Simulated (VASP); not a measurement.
Input of a VASP 6.6.1 run:

The input INCAR:

```
PREC = Accurate
ENCUT = 520
EDIFF = 1E-6
ISMEAR = 0
SIGMA = 0.05
LREAL = F
LASPH = T
NELM = 80
ALGO = Normal
ISIF = 2
LWAVE = F
LCHARG = T
GGA = PE
IVDW = 12
LELF = T
LVHAR = T
NBANDS = 20
```

File KPOINTS:

```
Automatic mesh
0
Gamma
  12 12 12
```

Contents of POSCAR:

```
WS2
1.0
    1.5785988138      0.9114044501      5.4597666667
   -1.5785988138      0.9114044501      5.4597666667
    0.0000000000     -1.8228089002      5.4597666667
W S
1 2
Direct
    0.9993440419      0.9993440419      0.9993440419
    0.7527816504      0.7527816504      0.7527816504
    0.5791743077      0.5791743077      0.5791743077
```

Potentials or basis: VASP PAW PBE potentials, release 64 (W_sv, S).

The run is started by

```sh
$ cat potpaw_PBE.64/W_sv/POTCAR potpaw_PBE.64/S/POTCAR > POTCAR
$ mpirun -np 1 vasp_std > vasp.out
```

Estimate the dispersion energy per atom.

-0.487 eV.

Predict the pressure.

22.7 GPa.

Predict the largest force.

3.356 eV/Å.

Stress tensor (GPa, compression positive):
```
15.37  0.00  0.00
 0.00 15.37  0.00
 0.00  0.00 37.38
```

Caveat: the stress differs along the axes, from 15 to 37 GPa; forces of over 1 eV/Å act on the atoms, so gaps and moduli don't describe the material at rest.
